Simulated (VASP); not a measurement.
TiS2, 3 atoms in the cell. Symmetry: P-3m1, No. 164, trigonal system. The conventional cell has a = 3.445 Å, b = 3.445 Å, c = 5.796 Å, α = 90.00°, β = 90.00°, γ = 120.00°. Ti (site symmetry -3m) has 6 S at 2.43 Å within 3.2 Å. Within 3.2 Å of S (site symmetry 3m) lie 3 Ti at 2.43 Å.  This cell differs from its parent crystal: strain +1.0%.

- Program: VASP 6.6.1
- Task: single point
- Functional: PBE
- Potentials or basis: VASP PAW PBE potentials, release 64 (Ti_sv, S)
- Cutoff: 500 eV
- k mesh: 12 × 12 × 4
- Occupations: fermi-dirac, width 0.02 eV
- Spin: no spin polarisation
- Dipole correction: no
- Further INCAR settings: ALGO = Normal; EDIFF = 1e-06; NBANDS = 19

Potentials or basis: VASP PAW PBE potentials, release 64 (Ti_sv, S).

Launch:

```bash
$ cat potpaw_PBE.64/Ti_sv/POTCAR potpaw_PBE.64/S/POTCAR > POTCAR
$ mpirun -np 1 vasp_std > vasp.out
```

Hardware: 1 thread of Intel(R) Xeon(R) 6975P-C (Granite Rapids), with other jobs on the host.

Problem. Estimate the wall time of this run.

Solution. It took 31 s on 1 thread of Intel(R) Xeon(R) 6975P-C (Granite Rapids), with other jobs on the host, peak memory 0.21 GiB. Counts: scf iterations 15, k points 69.
